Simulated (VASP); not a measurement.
# V (Im-3m) in VASP: notebook

Runs on V. Level: PBE. Tasks: single point.

Everything below comes from runs of VASP 6.6.1. Logs are shortened: lines on timing, memory, paths and dates and some standing lists are left out, and cuts for length are marked.

### 1 The cell of the first run

The structure is cubic, space group Im-3m (No. 229). The conventional cell has a = 2.924 Å, b = 2.924 Å, c = 2.924 Å, α = 90.00°, β = 90.00°, γ = 90.00°. Within 3.3 Å of V (site symmetry m-3m) lie 14 V at 2.53 to 2.92 Å.

### 2 Single point, PBE, collinear spin, ferromagnetic start

Input file INCAR:

```
SYSTEM = V
ALGO = Normal
EDIFF = 1E-6
ENCUT = 520
GGA = PE
ISIF = 2
ISMEAR = -1
ISPIN = 2
LASPH = .TRUE.
LCHARG = .TRUE.
LELF = .TRUE.
LMAXMIX = 4
LORBIT = 11
LREAL = .FALSE.
LVHAR = .TRUE.
LWAVE = .FALSE.
MAGMOM = 1
NBANDS = 16
NELM = 150
PREC = Accurate
SIGMA = 0.05
```

Input file KPOINTS:

```
k-points
0
G
  11 11 11
  0 0 0
```

Input file POSCAR:

```
V
1.0
   -1.4620888496      1.4620888496      1.4620888496
    1.4620888496     -1.4620888496      1.4620888496
    1.4620888496      1.4620888496     -1.4620888496
V
1
Direct
    0.0000000000      0.0000000000      0.0000000000
```

Potentials or basis: VASP PAW PBE potentials, release 64 (V_sv).

Launch:

```
cat potpaw_PBE.64/V_sv/POTCAR > POTCAR
mpirun -np 1 vasp_std > vasp.out
```

OUTCAR:

```text
SYSTEM = V
   EDIFF = 1E-6
   ENCUT = 520
   GGA = PE
   ISIF = 2
   ISMEAR = -1
   ISPIN = 2
   LASPH = .TRUE.
   LORBIT = 11
   LREAL = .FALSE.
   NELM = 150
   PREC = Accurate

 ion  position               nearest neighbor table
   1  0.000  0.000  0.000-

  LATTYP: Found a body centered cubic cell.
 ALAT       =     2.9241776992

  Lattice vectors:

 A1 = (  -1.4620888496,   1.4620888496,   1.4620888496)
 A2 = (   1.4620888496,  -1.4620888496,   1.4620888496)
 A3 = (   1.4620888496,   1.4620888496,  -1.4620888496)

Analysis of symmetry for initial positions (statically):
=====================================================================
 Subroutine PRICEL returns:
 Original cell was already a primitive cell.

 Routine SETGRP: Setting up the symmetry group for a
 body centered cubic supercell.

 Subroutine GETGRP returns: Found 48 space group operations
 (whereof 48 operations were pure point group operations)
 out of a pool of 48 trial point group operations.

The static configuration has the point symmetry O_h .

Analysis of symmetry for dynamics (positions and initial velocities):
=====================================================================
 Subroutine PRICEL returns:
 Original cell was already a primitive cell.

 Routine SETGRP: Setting up the symmetry group for a
 body centered cubic supercell.

 Subroutine GETGRP returns: Found 48 space group operations
 (whereof 48 operations were pure point group operations)
 out of a pool of 48 trial point group operations.

The dynamic configuration has the point symmetry O_h .

Analysis of structural, dynamic, and magnetic symmetry:
=====================================================================
 Subroutine PRICEL returns:
 Original cell was already a primitive cell.

 Routine SETGRP: Setting up the symmetry group for a
 body centered cubic supercell.

 Subroutine GETGRP returns: Found 48 space group operations
 (whereof 48 operations were pure point group operations)
 out of a pool of 48 trial point group operations.

The overall configuration has the point symmetry O_h .

 Subroutine INISYM returns: Found 48 space group operations
 (whereof 48 operations are pure point group operations),
 and found     1 'primitive' translations

----------------------------------------------------------------------------------------

                                     Primitive cell

  volume of cell :      12.5021

  direct lattice vectors                    reciprocal lattice vectors
    -1.462088850  1.462088850  1.462088850     0.000000000  0.341976481  0.341976481
     1.462088850 -1.462088850  1.462088850     0.341976481  0.000000000  0.341976481
     1.462088850  1.462088850 -1.462088850     0.341976481  0.341976481  0.000000000

  length of vectors
     2.532412173  2.532412173  2.532412173     0.483627778  0.483627778  0.483627778

  position of ions in fractional coordinates (direct lattice)
     0.000000000  0.000000000  0.000000000

  ion indices of the primitive-cell ions
   primitive index   ion index
                 1           1

----------------------------------------------------------------------------------------

 KPOINTS: k-points

Automatic generation of k-mesh.
 Grid dimensions read from file:
 generate k-points for:   11   11   11

 Generating k-lattice:

  Cartesian coordinates                     Fractional coordinates (reciprocal lattice)
     0.000000000  0.031088771  0.031088771     0.090909091  0.000000000  0.000000000
     0.031088771  0.000000000  0.031088771     0.000000000  0.090909091  0.000000000
     0.031088771  0.031088771  0.000000000     0.000000000  0.000000000  0.090909091

  Length of vectors
     0.043966162  0.043966162  0.043966162

  Shift w.r.t. Gamma in fractional coordinates (k-lattice)
     0.000000000  0.000000000  0.000000000

 Subroutine IBZKPT returns following result:
 ===========================================

 Found     56 irreducible k-points:

 Following reciprocal coordinates:
            Coordinates               Weight
  0.000000  0.000000  0.000000      1.000000
  0.090909  0.000000  0.000000     12.000000
  0.181818  0.000000  0.000000     12.000000
  0.272727  0.000000  0.000000     12.000000
  0.363636  0.000000  0.000000     12.000000
  0.454545  0.000000  0.000000     12.000000
[... 16 lines left out ...]
  0.272727  0.181818  0.090909     48.000000
  0.363636  0.181818  0.090909     24.000000
 [... further k-points ...]
   k-points           NKPTS =     56   k-points in BZ     NKDIM =     56   number of bands    NBANDS=     16
   number of dos      NEDOS =    301   number of ions     NIONS =      1
   total plane-waves  NPLWV =   8000
   dimension x,y,z NGX =    20 NGY =   20 NGZ =   20
   dimension x,y,z NGXF=    40 NGYF=   40 NGZF=   40
   ions per type =               1
   NGX,Y,Z   is equivalent  to a cutoff of  13.13, 13.13, 13.13 a.u.
   NGXF,Y,Z  is equivalent  to a cutoff of  26.26, 26.26, 26.26 a.u.
 SYSTEM =  V
   PREC   = accura    normal or accurate (medium, high low for compatibility)
   ISTART =      0    job   : 0-new  1-cont  2-samecut
   ICHARG =      2    charge: 1-file 2-atom 10-const
   ISPIN  =      2    spin polarized calculation?
   LNONCOLLINEAR =      F non collinear calculations
   LSORBIT =      F    spin-orbit coupling
   LASPH  =      T    aspherical Exc in radial PAW
   ENCUT  =  520.0 eV  38.22 Ry    6.18 a.u.   4.71  4.71  4.71*2*pi/ulx,y,z
   NELM   =    150;   NELMIN=  2; NELMDL= -5     # of ELM steps
   EDIFF  = 0.1E-05   stopping-criterion for ELM
   LREAL  =      F    real-space projection
   EDIFFG = 0.1E-04   stopping-criterion for IOM
   NSW    =      0    number of steps for IOM
   IBRION =     -1    ionic relax: 0-MD 1-quasi-New 2-CG
   NFREE  =      0    steps in history (QN), initial steepest desc. (CG)
   ISIF   =      2    stress and relaxation
   ISYM   =      2    0-nonsym 1-usesym 2-fastsym
   POTIM  = 0.5000    time-step for ionic-motion
   TEBEG  =    0.0;   TEEND  =   0.0 temperature during run
   PSTRESS=    0.0 pullay stress
   NELECT =      13.0000    total number of electrons
   NUPDOWN=      -1.0000    fix difference up-down
   EMIN   =  10.00;   EMAX   =-10.00  energy-range for DOS
   EFERMI =   0.00;   METHOD = LEGACY
   ISMEAR =    -1;   SIGMA  =   0.05  broadening in eV -4-tet -1-fermi 0-gaus
   EFERMI_NEDOS =   21; number of points for ismear=-14 and -15
   IALGO  =     38    algorithm
   IMIX   =      4    mixing-type and parameters
     AMIX     =   0.40;   BMIX     =  1.00
     AMIX_MAG =   1.60;   BMIX_MAG =  1.00
  volume/ion in A,a.u.               =      12.50        84.37
  Fermi-wavevector in a.u.,A,eV,Ry     =   1.658551  3.134207 37.426793  2.750792
  Thomas-Fermi vector in A             =   2.746112
   LORBIT       =     11    0 simple, 1 ext, 2 COOP (PROOUT), +10 PAW based schemes
   GGA     = PE    functional components
   LHFCALC =     F    Hartree Fock is set to
   AEXX    =    0.0000 exact exchange contribution
   IVDW    =     0    specifies the selected vdW correction
   LEPSILON=     F    determine dielectric tensor
   LRPA    =     F    only Hartree local field effects (RPA)
 spin polarized calculation
  energy-cutoff  :      520.00
  volume of cell :       12.50
 maximum number of plane-waves:       358
   NGX =  9   NGY =  9   NGZ =  9

 number of electron      13.0000011 magnetization      -0.0002791

 number of electron      13.0000011 magnetization       0.0005638

 Free energy of the ion-electron system (eV)
  ---------------------------------------------------
  ext. energy  EPLUGINS =         0.00000000
  ---------------------------------------------------
  free energy    TOTEN  =        -8.95025183 eV

  energy without entropy =       -8.93609097  energy(sigma->0) =       -8.94317140

 E-fermi :  10.6573     XC(G=0): -13.3157

 val. band max:       10.6502878655   @ k =  -0.3636   0.3636   0.0909
 cond. band min:      10.7050485473   @ k =  -0.1818   0.2727   0.0909
 fundamental gap:      0.0547606818
 Fermi energy:        10.6572861184

 spin component 1

 k-point     1 :       0.0000    0.0000    0.0000
  band No.  band energies     occupation
      1     -52.9846      1.00000
      2     -26.1487      1.00000
      3     -26.1487      1.00000
      4     -26.1487      1.00000
      5       3.9323      1.00000
      6      11.0825      0.00020
[... 8 lines left out ...]
     15      39.4738      0.00000
     16      44.3768      0.00000

 k-point     2 :       0.0909    0.0000    0.0000
  band No.  band energies     occupation
      1     -52.9640      1.00000
      2     -26.2433      1.00000
      3     -26.1771      1.00000
      4     -26.1496      1.00000
      5       4.2867      1.00000
      6      10.9267      0.00455
[... 8 lines left out ...]
     15      40.0326      0.00000
     16      41.7896      0.00000

 k-point     3 :       0.1818    0.0000    0.0000
  band No.  band energies     occupation
      1     -52.9083      1.00000
      2     -26.4926      1.00000
      3     -26.2525      1.00000
      4     -26.1519      1.00000
      5       5.2539      1.00000
      6      10.5293      0.92826
[... 8 lines left out ...]
     15      38.6850      0.00000
     16      39.4867      0.00000

 k-point     4 :       0.2727    0.0000    0.0000
  band No.  band energies     occupation
      1     -52.8347      1.00000
      2     -26.8106      1.00000
      3     -26.3501      1.00000
      4     -26.1548      1.00000
      5       6.4637      1.00000
      6      10.0480      0.99999
[... 8 lines left out ...]
     15      38.6863      0.00000
     16      39.6621      0.00000
[... 324 lines left out ...]
 k-point    22 :       0.1818    0.1818    0.0909
  band No.  band energies     occupation
      1     -52.7606      1.00000
      2     -27.0202      1.00000
      3     -26.4304      1.00000
      4     -26.2966      1.00000
      5       8.1591      1.00000
      6       9.5014      1.00000
[... 8 lines left out ...]
     15      41.7615      0.00000
     16      43.1713      0.00000

 k-point    23 :       0.2727    0.1818    0.0909
  band No.  band energies     occupation
      1     -52.7204      1.00000
      2     -27.0751      1.00000
      3     -26.5785      1.00000
      4     -26.3243      1.00000
      5       8.4934      1.00000
      6       9.3205      1.00000
[... 8 lines left out ...]
     15      41.4872      0.00000
     16      44.2471      0.00000

 k-point    24 :       0.3636    0.1818    0.0909
  band No.  band energies     occupation
      1     -52.7053      1.00000
      2     -27.0791      1.00000
      3     -26.6526      1.00000
      4     -26.3322      1.00000
      5       8.4363      1.00000
      6       9.2667      1.00000
[... 8 lines left out ...]
     15      41.2980      0.00000
     16      44.4745      0.00000

 [... further k-points ...]

 spin component 2

 k-point     1 :       0.0000    0.0000    0.0000
  band No.  band energies     occupation
      1     -52.9841      1.00000
      2     -26.1483      1.00000
      3     -26.1483      1.00000
      4     -26.1483      1.00000
      5       3.9327      1.00000
      6      11.0830      0.00020
[... 8 lines left out ...]
     15      39.4741      0.00000
     16      44.3774      0.00000

 k-point     2 :       0.0909    0.0000    0.0000
  band No.  band energies     occupation
      1     -52.9635      1.00000
      2     -26.2428      1.00000
      3     -26.1766      1.00000
      4     -26.1492      1.00000
      5       4.2871      1.00000
      6      10.9272      0.00451
[... 8 lines left out ...]
     15      40.0329      0.00000
     16      41.7901      0.00000

 k-point     3 :       0.1818    0.0000    0.0000
  band No.  band energies     occupation
      1     -52.9078      1.00000
      2     -26.4921      1.00000
      3     -26.2521      1.00000
      4     -26.1514      1.00000
      5       5.2543      1.00000
      6      10.5298      0.92758
[... 8 lines left out ...]
     15      38.6855      0.00000
     16      39.4871      0.00000

 k-point     4 :       0.2727    0.0000    0.0000
  band No.  band energies     occupation
      1     -52.8342      1.00000
      2     -26.8101      1.00000
      3     -26.3496      1.00000
      4     -26.1544      1.00000
      5       6.4641      1.00000
      6      10.0485      0.99999
[... 8 lines left out ...]
     15      38.6867      0.00000
     16      39.6625      0.00000
[... 324 lines left out ...]
 k-point    22 :       0.1818    0.1818    0.0909
  band No.  band energies     occupation
      1     -52.7602      1.00000
      2     -27.0198      1.00000
      3     -26.4300      1.00000
      4     -26.2961      1.00000
      5       8.1596      1.00000
      6       9.5018      1.00000
[... 8 lines left out ...]
     15      41.7620      0.00000
     16      43.1718      0.00000

 k-point    23 :       0.2727    0.1818    0.0909
  band No.  band energies     occupation
      1     -52.7199      1.00000
      2     -27.0747      1.00000
      3     -26.5780      1.00000
      4     -26.3238      1.00000
      5       8.4939      1.00000
      6       9.3210      1.00000
[... 8 lines left out ...]
     15      41.4877      0.00000
     16      44.2476      0.00000

 k-point    24 :       0.3636    0.1818    0.0909
  band No.  band energies     occupation
      1     -52.7048      1.00000
      2     -27.0786      1.00000
      3     -26.6522      1.00000
      4     -26.3317      1.00000
      5       8.4368      1.00000
      6       9.2672      1.00000
[... 8 lines left out ...]
     15      41.2985      0.00000
     16      44.4749      0.00000

 [... further k-points ...]
[... 5 lines left out ...]
  --------------------------------------------------------------------------------------
  -------------------------------------------------------------------------------------
  Total        1.2603383      1.2603383      1.2603383      0.0000000     -0.0000000      0.0000000
  in kB      161.5163208    161.5163208    161.5163208      0.0000000     -0.0000000      0.0000000
  external PRESSURE =     161.5163208 kB  Pullay stress =       0.0000000 kB

 VOLUME and BASIS-vectors are now :
 -----------------------------------------------------------------------------
  energy-cutoff  :      520.00
  volume of cell :       12.50
      direct lattice vectors                 reciprocal lattice vectors
    -1.462088850  1.462088850  1.462088850     0.000000000  0.341976481  0.341976481
     1.462088850 -1.462088850  1.462088850     0.341976481  0.000000000  0.341976481
     1.462088850  1.462088850 -1.462088850     0.341976481  0.341976481  0.000000000

 POSITION                                       TOTAL-FORCE (eV/Angst)
 -----------------------------------------------------------------------------------
      0.00000      0.00000      0.00000         0.000000     -0.000000      0.000000
 -----------------------------------------------------------------------------------
    total drift:                                0.000000      0.000000      0.000000

  FREE ENERGIE OF THE ION-ELECTRON SYSTEM (eV)
  ---------------------------------------------------
  free  energy   TOTEN  =        -8.9502518251 eV

  energy  without entropy=       -8.9360909733  energy(sigma->0) =       -8.94317140

 total charge

# of ion       s       p       d       tot
------------------------------------------
    1        2.365   6.248   3.174  11.788

 magnetization (x)

# of ion       s       p       d       tot
------------------------------------------
    1        0.000   0.000   0.000   0.000
```

Wall time 41 s (1 thread of Intel Xeon 8259CL, shared host); peak memory 0.14 GiB.

Results:

```yaml
Free_energy: -8.9503 eV
Pressure: 16.2 GPa
Net_moment: 0.00 μB per cell
Valence_electrons_inside_the_program's_atomic_spheres: V 11.79
```

Caveat: the cell stands under pressure.

### 3 Single point, PBE, collinear spin, ferromagnetic start

This run uses another cell than the first one, of 12.85 Å³/atom.

Input file INCAR:

```
PREC     = Accurate       # precision mode
ENCUT    = 520            # plane-wave cutoff, eV
EDIFF    = 1E-7           # SCF threshold, eV
ISMEAR   = -1             # smearing method
SIGMA    = 0.05           # smearing width, eV
LREAL    = False          # projectors in reciprocal space
LASPH    = True           # aspherical terms in the spheres
NELM     = 150            # most SCF steps
ALGO     = Normal         # electronic algorithm
ISIF     = 2              # what is computed and relaxed
LWAVE    = False          # write WAVECAR
LCHARG   = False          # write CHGCAR
ISPIN    = 2              # spin polarisation
MAGMOM   = 1              # initial moments
LORBIT   = 11             # projections on sites
LMAXMIX  = 4              # l up to which the mixer works
GGA      = PE             # functional
NBANDS   = 16             # bands
```

Input file KPOINTS:

```
regular mesh
0
Gamma
  11 11 11
```

Input file POSCAR:

```
V
1.0
   -1.4755032581      1.4755032581      1.4755032581
    1.4755032581     -1.4755032581      1.4755032581
    1.4755032581      1.4755032581     -1.4755032581
V
1
Direct
    0.0000000000      0.0000000000      0.0000000000
```

Potentials or basis: VASP PAW PBE potentials, release 64 (V_sv).

Launch:

```
cat potpaw_PBE.64/V_sv/POTCAR > POTCAR
mpirun -np 1 vasp_std > vasp.out
```

Run time: 40 s. Hardware: 1 thread of Intel Xeon 8259CL, shared host; peak memory 0.14 GiB.

It converged, with:

```yaml
Free_energy: -8.9784 eV
Pressure: 9.8 GPa
Net_moment: 0.00 μB per cell
Valence_electrons_inside_the_program's_atomic_spheres: V 11.73
```

Levels at points of the mesh, in eV from the Fermi level:
Spin up:
```tsv
k point	band 4	band 5	band 6	band 7	band 8	band 9
(0.00, 0.00, 0.00)	-36.88	-6.67	0.42	0.42	0.42	2.56
```
Spin down:
| k point | band 3 | band 4 | band 5 | band 6 | band 7 | band 8 | band 9 | band 10 |
| --- | --- | --- | --- | --- | --- | --- | --- | --- |
| (0.00, 0.00, 0.00) | -36.88 | -36.88 | -6.67 | 0.43 | 0.43 | 0.43 | 2.56 | 2.56 |

Caveat: the cell stands under pressure.
